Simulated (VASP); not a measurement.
# Pd (Fm-3m) in VASP: a series of runs

The runs below take Pd through single point, with PBEsol.

All numbers are computed with VASP 6.6.1; they aren't measurements. Logs are shortened: lines on timing, memory, paths and dates and some standing lists are left out, and cuts for length are marked.

## Step 1: The cell of the first run

Symmetry: Fm-3m, No. 225, cubic system. The conventional cell has a = 3.736 Å, b = 3.736 Å, c = 3.736 Å, α = 90.00°, β = 90.00°, γ = 90.00°. Within 3.5 Å of Pd (site symmetry m-3m) lie 12 Pd at 2.64 Å.

## Step 2: Single point, PBEsol

File INCAR:

```
SYSTEM = Pd
  PREC = Accurate
  ENCUT = 500
  EDIFF = 1E-6
  ISMEAR = -1
  SIGMA = 0.05
  LREAL = .FALSE.
  LASPH = .TRUE.
  NELM = 120
  ALGO = Normal
  ISIF = 2
  LWAVE = .FALSE.
  LCHARG = .TRUE.
  GGA = PS
  LELF = .TRUE.
  LVHAR = .TRUE.
  NBANDS = 11
  GGA_COMPAT = .FALSE.
```

File KPOINTS:

```
regular mesh
0
G
  10 10 10
  0 0 0
```

File POSCAR:

```
Pd
1.0
    0.0000000000      1.8681604667      1.8681604667
    1.8681604667      0.0000000000      1.8681604667
    1.8681604667      1.8681604667      0.0000000000
Pd
1
Direct
    0.0000000000      0.0000000000      0.0000000000
```

Potentials or basis: VASP PAW PBE potentials, release 64 (Pd).

On the command line:

```
> cat potpaw_PBE.64/Pd/POTCAR > POTCAR
> mpirun -np 1 vasp_std > vasp.out
```

OUTCAR:

```text
SYSTEM = Pd
   PREC = Accurate
   ENCUT = 500
   EDIFF = 1E-6
   ISMEAR = -1
   LREAL = .FALSE.
   LASPH = .TRUE.
   NELM = 120
   ISIF = 2
   GGA = PS

 ion  position               nearest neighbor table
   1  0.000  0.000  0.000-

  LATTYP: Found a face centered cubic cell.
 ALAT       =     3.7363209334

  Lattice vectors:

 A1 = (   0.0000000000,   1.8681604667,   1.8681604667)
 A2 = (   1.8681604667,   0.0000000000,   1.8681604667)
 A3 = (   1.8681604667,   1.8681604667,   0.0000000000)

Analysis of symmetry for initial positions (statically):
=====================================================================
 Subroutine PRICEL returns:
 Original cell was already a primitive cell.

 Routine SETGRP: Setting up the symmetry group for a
 face centered cubic supercell.

 Subroutine GETGRP returns: Found 48 space group operations
 (whereof 48 operations were pure point group operations)
 out of a pool of 48 trial point group operations.

The static configuration has the point symmetry O_h .

Analysis of symmetry for dynamics (positions and initial velocities):
=====================================================================
 Subroutine PRICEL returns:
 Original cell was already a primitive cell.

 Routine SETGRP: Setting up the symmetry group for a
 face centered cubic supercell.

 Subroutine GETGRP returns: Found 48 space group operations
 (whereof 48 operations were pure point group operations)
 out of a pool of 48 trial point group operations.

The dynamic configuration has the point symmetry O_h .

 Subroutine INISYM returns: Found 48 space group operations
 (whereof 48 operations are pure point group operations),
 and found     1 'primitive' translations

----------------------------------------------------------------------------------------

                                     Primitive cell

  volume of cell :      13.0398

  direct lattice vectors                    reciprocal lattice vectors
     0.000000000  1.868160467  1.868160467    -0.267642962  0.267642962  0.267642962
     1.868160467  0.000000000  1.868160467     0.267642962 -0.267642962  0.267642962
     1.868160467  1.868160467  0.000000000     0.267642962  0.267642962 -0.267642962

  length of vectors
     2.641977869  2.641977869  2.641977869     0.463571208  0.463571208  0.463571208

  position of ions in fractional coordinates (direct lattice)
     0.000000000  0.000000000  0.000000000
[... 81 lines left out ...]
   NFREE  =      0    steps in history (QN), initial steepest desc. (CG)
   ISIF   =      2    stress and relaxation
   ISYM   =      2    0-nonsym 1-usesym 2-fastsym
   POTIM  = 0.5000    time-step for ionic-motion
   TEBEG  =    0.0;   TEEND  =   0.0 temperature during run
   PSTRESS=    0.0 pullay stress
   NELECT =      10.0000    total number of electrons
   NUPDOWN=      -1.0000    fix difference up-down
   EMIN   =  10.00;   EMAX   =-10.00  energy-range for DOS
   EFERMI =   0.00;   METHOD = LEGACY
   ISMEAR =    -1;   SIGMA  =   0.05  broadening in eV -4-tet -1-fermi 0-gaus
   EFERMI_NEDOS =   21; number of points for ismear=-14 and -15
   IALGO  =     38    algorithm
   IMIX   =      4    mixing-type and parameters
     AMIX     =   0.40;   BMIX     =  1.00
     AMIX_MAG =   1.60;   BMIX_MAG =  1.00
  volume/ion in A,a.u.               =      13.04        88.00
  Fermi-wavevector in a.u.,A,eV,Ry     =   1.498479  2.831715 30.551056  2.245439
  Thomas-Fermi vector in A             =   2.610233
   LORBIT       =      0    0 simple, 1 ext, 2 COOP (PROOUT), +10 PAW based schemes
   GGA     = PS    functional components
   LHFCALC =     F    Hartree Fock is set to
   AEXX    =    0.0000 exact exchange contribution
   IVDW    =     0    specifies the selected vdW correction
   LEPSILON=     F    determine dielectric tensor
   LRPA    =     F    only Hartree local field effects (RPA)
 non-spin polarized calculation
  energy-cutoff  :      500.00
  volume of cell :       13.04
 maximum number of plane-waves:       343
   NGX =  9   NGY =  9   NGZ =  9

 number of electron      10.0000000 magnetization

 number of electron       9.9999996 magnetization

 Free energy of the ion-electron system (eV)
  ---------------------------------------------------
  ext. energy  EPLUGINS =         0.00000000
  ---------------------------------------------------
  free energy    TOTEN  =        -5.85831259 eV

  energy without entropy =       -5.84673655  energy(sigma->0) =       -5.85252457

 E-fermi :  11.9124     XC(G=0): -14.1573

 val. band max:       11.8956132437   @ k =   0.5000   0.1000   0.0000
 cond. band min:      11.9508332494   @ k =   0.5000   0.2000   0.0000
 fundamental gap:      0.0552200058
 Fermi energy:        11.9123681182

 k-point     1 :       0.0000    0.0000    0.0000
  band No.  band energies     occupation
      1       3.6123      2.00000
      2       8.3998      2.00000
      3       8.3998      2.00000
      4       8.3998      2.00000
      5      10.3939      2.00000
      6      10.3939      2.00000
      7      28.9576      0.00000
      8      34.4475      0.00000
      9      34.4475      0.00000
     10      34.4475      0.00000
     11      37.5187      0.00000
[... 309 lines left out ...]
 k-point    24 :       0.4000    0.3000    0.0000
  band No.  band energies     occupation
      1       5.9910      2.00000
      2       6.2988      2.00000
      3      10.0673      2.00000
      4      10.7079      2.00000
      5      11.7940      1.82864
      6      12.9335      0.00000
      7      26.4587      0.00000
      8      28.3108      0.00000
      9      28.4276      0.00000
     10      34.1673      0.00000
     11      36.5562      0.00000

 [... further k-points ...]

------------------------ aborting loop because EDIFF is reached ----------------------------------------

  FORCE on cell =-STRESS in cart. coord.  units (eV):
  Direction    XX          YY          ZZ          XY          YZ          ZX
  --------------------------------------------------------------------------------------
  -------------------------------------------------------------------------------------
  Total        2.4115995      2.4115995      2.4115995      0.0000000      0.0000000     -0.0000000
  in kB      296.3079014    296.3079014    296.3079014      0.0000000      0.0000000     -0.0000000
  external PRESSURE =     296.3079014 kB  Pullay stress =       0.0000000 kB

 VOLUME and BASIS-vectors are now :
 -----------------------------------------------------------------------------
  energy-cutoff  :      500.00
  volume of cell :       13.04
      direct lattice vectors                 reciprocal lattice vectors
     0.000000000  1.868160467  1.868160467    -0.267642962  0.267642962  0.267642962
     1.868160467  0.000000000  1.868160467     0.267642962 -0.267642962  0.267642962
     1.868160467  1.868160467  0.000000000     0.267642962  0.267642962 -0.267642962

 POSITION                                       TOTAL-FORCE (eV/Angst)
 -----------------------------------------------------------------------------------
      0.00000      0.00000      0.00000        -0.000000      0.000000      0.000000
 -----------------------------------------------------------------------------------
    total drift:                                0.000000      0.000000      0.000000

  FREE ENERGIE OF THE ION-ELECTRON SYSTEM (eV)
  ---------------------------------------------------
  free  energy   TOTEN  =        -5.8583125886 eV

  energy  without entropy=       -5.8467365534  energy(sigma->0) =       -5.85252457
```

OSZICAR:

```text
N       E                     dE             d eps       ncg     rms          rms(c)
DAV:   1     0.403525700727E+02    0.40353E+02   -0.50589E+03  1058   0.837E+02
DAV:   2    -0.577970430945E+01   -0.46132E+02   -0.44560E+02  1153   0.184E+02
DAV:   3    -0.624277370363E+01   -0.46307E+00   -0.46180E+00  1234   0.200E+01
DAV:   4    -0.624461756363E+01   -0.18439E-02   -0.18437E-02  1283   0.127E+00
DAV:   5    -0.624463233187E+01   -0.14768E-04   -0.14767E-04  1312   0.107E-01    0.118E+01
DAV:   6    -0.588868234418E+01    0.35595E+00   -0.11694E+00  1295   0.916E+00    0.556E+00
DAV:   7    -0.586455980022E+01    0.24123E-01   -0.73480E-02  1369   0.194E+00    0.244E+00
DAV:   8    -0.585838215860E+01    0.61776E-02   -0.40154E-03  1271   0.653E-01    0.173E-01
DAV:   9    -0.585830656342E+01    0.75595E-04   -0.23228E-04  1278   0.136E-01    0.133E-02
DAV:  10    -0.585831308909E+01   -0.65257E-05   -0.47800E-06  1425   0.130E-02    0.104E-02
DAV:  11    -0.585831258860E+01    0.50049E-06   -0.74148E-08   886   0.237E-03
   1 F= -.58583126E+01 E0= -.58525246E+01  d E =-.115760E-01
```

Run time: 12 s. Hardware: 1 thread of Intel Xeon 8259CL, shared host; peak memory 0.13 GiB.

What came out:

```
Free energy            : -5.8583 eV
Pressure               : 29.6 GPa
Band gap on the k mesh : zero (bands 5 and 6 overlap by 1.94 eV)
```

Caveat: the cell stands under pressure; the PAW data sets were made with another functional, which shifts forces and pressure a little.

## Step 3: Single point, PBEsol

This run uses another cell than the first one, of 12.55 Å³/atom.

File INCAR:

```
ALGO = Normal
EDIFF = 1E-6
ENCUT = 500
GGA = PS
GGA_COMPAT = False
ISIF = 2
ISMEAR = -1
LASPH = True
LCHARG = True
LELF = True
LREAL = False
LVHAR = True
LWAVE = False
NBANDS = 11
NELM = 120
PREC = Accurate
SIGMA = 0.05
```

File KPOINTS:

```
k-points
0
Gamma
  10 10 10
```

File POSCAR:

```
Pd
1.0
    0.0000000000      1.8442898450      1.8442898450
    1.8442898450      0.0000000000      1.8442898450
    1.8442898450      1.8442898450      0.0000000000
Pd
1
Direct
    0.0000000000      0.0000000000      0.0000000000
```

Potentials or basis: VASP PAW PBE potentials, release 64 (Pd).

On the command line:

```
> cat potpaw_PBE.64/Pd/POTCAR > POTCAR
> mpirun -np 1 vasp_std > vasp.out
```

Run time: 12 s. Hardware: 1 thread of Intel Xeon 8259CL, shared host; peak memory 0.13 GiB.

It converged, with:

- Free energy: -5.7447 eV
- Pressure: 44.6 GPa
- Band gap on the k mesh: zero (bands 5 and 6 overlap by 2.08 eV)

Levels at points of the mesh, in eV from the Fermi level:
```
           k point  band 2  band 3  band 4  band 5  band 6  band 7  band 8  band 9
(0.00, 0.00, 0.00)   -3.74   -3.74   -3.74   -1.62   -1.62   16.99   22.71   22.71
(0.50, 0.00, 0.00)   -3.82   -3.82   -0.04   -0.04    0.50    8.66   16.40   22.48
(0.50, 0.50, 0.00)   -6.67   -0.07    0.38    0.38    3.20   12.50   13.93   13.93
```

Caveat: the cell stands under pressure; the PAW data sets were made with another functional, which shifts forces and pressure a little.

## Step 4: Single point, PBEsol

This run uses another cell than the first one, of 14.54 Å³/atom.

File INCAR:

```
  ALGO = Normal
  EDIFF = 1E-6
  ENCUT = 500
  GGA = PS
  GGA_COMPAT = F
  ISIF = 2
  ISMEAR = -1
  LASPH = T
  LCHARG = F
  LREAL = F
  LWAVE = F
  NBANDS = 11
  NELM = 120
  PREC = Accurate
  SIGMA = 0.05
```

KPOINTS is that of step 3.

File POSCAR:

```
Pd
1.0
    0.0000000000      1.9373431248      1.9373431248
    1.9373431248      0.0000000000      1.9373431248
    1.9373431248      1.9373431248      0.0000000000
Pd
1
Direct
    0.0000000000      0.0000000000      0.0000000000
```

Potentials or basis: VASP PAW PBE potentials, release 64 (Pd).

On the command line:

```
> cat potpaw_PBE.64/Pd/POTCAR > POTCAR
> mpirun -np 1 vasp_std > vasp.out
```

OUTCAR:

```text
EDIFF = 1E-6
   ENCUT = 500
   GGA = PS
   ISIF = 2
   ISMEAR = -1
   LASPH = T
   LREAL = F
   NELM = 120
   PREC = Accurate

 ion  position               nearest neighbor table
   1  0.000  0.000  0.000-

  LATTYP: Found a face centered cubic cell.
 ALAT       =     3.8746862496

  Lattice vectors:

 A1 = (   0.0000000000,   1.9373431248,   1.9373431248)
 A2 = (   1.9373431248,   0.0000000000,   1.9373431248)
 A3 = (   1.9373431248,   1.9373431248,   0.0000000000)

[... 512 lines left out ...]
     11      33.1268      0.00000

 [... further k-points ...]

------------------------ aborting loop because EDIFF is reached ----------------------------------------

  FORCE on cell =-STRESS in cart. coord.  units (eV):
  Direction    XX          YY          ZZ          XY          YZ          ZX
  --------------------------------------------------------------------------------------
  -------------------------------------------------------------------------------------
  Total       -0.0235175     -0.0235175     -0.0235175      0.0000000      0.0000000      0.0000000
  in kB       -2.5909033     -2.5909033     -2.5909033      0.0000000      0.0000000      0.0000000
  external PRESSURE =      -2.5909033 kB  Pullay stress =       0.0000000 kB

 VOLUME and BASIS-vectors are now :
 -----------------------------------------------------------------------------
  energy-cutoff  :      500.00
  volume of cell :       14.54
      direct lattice vectors                 reciprocal lattice vectors
     0.000000000  1.937343125  1.937343125    -0.258085413  0.258085413  0.258085413
     1.937343125  0.000000000  1.937343125     0.258085413 -0.258085413  0.258085413
     1.937343125  1.937343125  0.000000000     0.258085413  0.258085413 -0.258085413

 POSITION                                       TOTAL-FORCE (eV/Angst)
 -----------------------------------------------------------------------------------
      0.00000      0.00000      0.00000         0.000000      0.000000      0.000000
 -----------------------------------------------------------------------------------
    total drift:                                0.000000     -0.000000      0.000000

  FREE ENERGIE OF THE ION-ELECTRON SYSTEM (eV)
  ---------------------------------------------------
  free  energy   TOTEN  =        -5.9812632959 eV

  energy  without entropy=       -5.9667471380  energy(sigma->0) =       -5.97400522
```

OSZICAR:

```text
N       E                     dE             d eps       ncg     rms          rms(c)
DAV:   1     0.392225247188E+02    0.39223E+02   -0.51694E+03  1037   0.835E+02
DAV:   2    -0.580084858690E+01   -0.45023E+02   -0.43798E+02  1172   0.176E+02
DAV:   3    -0.635545333839E+01   -0.55460E+00   -0.55376E+00  1233   0.204E+01
DAV:   4    -0.635765265252E+01   -0.21993E-02   -0.21991E-02  1274   0.137E+00
DAV:   5    -0.635767181191E+01   -0.19159E-04   -0.19159E-04  1342   0.117E-01    0.866E+00
DAV:   6    -0.599799256960E+01    0.35968E+00   -0.14747E+00  1262   0.987E+00    0.387E+00
DAV:   7    -0.598597438921E+01    0.12018E-01   -0.35707E-02  1382   0.119E+00    0.199E+00
DAV:   8    -0.598128422177E+01    0.46902E-02   -0.16350E-03  1302   0.383E-01    0.101E-01
DAV:   9    -0.598125927029E+01    0.24951E-04   -0.13196E-04  1356   0.986E-02    0.168E-02
DAV:  10    -0.598126370854E+01   -0.44383E-05   -0.30654E-06  1300   0.164E-02    0.810E-03
DAV:  11    -0.598126329593E+01    0.41261E-06   -0.64461E-08   865   0.207E-03
   1 F= -.59812633E+01 E0= -.59740052E+01  d E =-.145162E-01
```

stdout:

```text
POSCAR found type information on POSCAR Pd
 POSCAR found :  1 types and       1 ions
 scaLAPACK will be used
 -----------------------------------------------------------------------------
|                                                                             |
|                                                                             |
|     You enforced a specific xc type in the INCAR file but a different       |
|     I HOPE YOU KNOW WHAT YOU ARE DOING!                                     |
|                                                                             |
 -----------------------------------------------------------------------------

 LDA part: xc-table for (Slater+PW92), standard interpolation
 POSCAR, INCAR and KPOINTS ok, starting setup
 FFT: planning ... GRIDC
 FFT: planning ... GRID_SOFT
 FFT: planning ... GRID
 WAVECAR not read
 entering main loop
```

Run time: 12 s. Hardware: 1 thread of Intel Xeon 8259CL, shared host; peak memory 0.13 GiB.

Results:

```yaml
Free_energy: -5.9813 eV
Pressure: -0.3 GPa
Band_gap_on_the_k_mesh: zero (bands 5 and 6 overlap by 1.61 eV)
```

Caveat: the PAW data sets were made with another functional, which shifts forces and pressure a little.

## Step 5: Overview

| cell | gap on the mesh (eV) | pressure (GPa) |
| --- | --- | --- |
| a = 2.642 Å, angles 60.0°, 1 atom | none | 29.6 |
| a = 2.608 Å, angles 60.0°, 1 atom | none | 44.6 |
| a = 2.740 Å, angles 60.0°, 1 atom | none | -0.3 |

Alike in all rows: task single point; level PBEsol; potentials or basis VASP PAW PBE potentials, release 64 (Pd); no spin polarisation; k mesh 10 × 10 × 10; cutoff (eV) 500; smearing fermi-dirac 0.05 eV.

Caveats: the PAW data sets were made with another functional, which shifts forces and pressure a little; the cell stands under pressure (at least some runs).

Total energies depend on the potentials used, so only differences within one code and one set of settings carry meaning.

The gap in the log of VASP goes by the Fermi energy; the results here count the filled bands.